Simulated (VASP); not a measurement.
Input of a VASP 6.6.1 run:

INCAR

```
SYSTEM = HgTe
PREC = Accurate
ENCUT = 520
EDIFF = 1E-6
ISMEAR = 0
SIGMA = 0.012
LREAL = .FALSE.
LASPH = .TRUE.
NELM = 60
ALGO = Normal
ISIF = 2
LWAVE = .FALSE.
LCHARG = .TRUE.
GGA = PE
LELF = .TRUE.
LVHAR = .TRUE.
NBANDS = 16
```

File KPOINTS:

```
regular mesh
0
G
  7 7 7
  0 0 0
```

The input POSCAR:

```
HgTe
1.0
    0.0000000000      3.2145000000      3.2145000000
    3.2145000000      0.0000000000      3.2145000000
    3.2145000000      3.2145000000      0.0000000000
Hg Te
1 1
Direct
    0.0000000000      0.0000000000      0.0000000000
    0.7500000000      0.7500000000      0.7500000000
```

Potentials or basis: VASP PAW PBE potentials, release 64 (Hg, Te).

Run with:

```sh
$ cat potpaw_PBE.64/Hg/POTCAR potpaw_PBE.64/Te/POTCAR > POTCAR
$ mpirun -np 1 vasp_std > vasp.out
```

Predict the band gap on the k mesh.

zero (filled and empty bands touch).

Estimate the pressure.

4.6 GPa.

Caveat: spin-orbit coupling is left out, which moves the levels of the heavy elements.
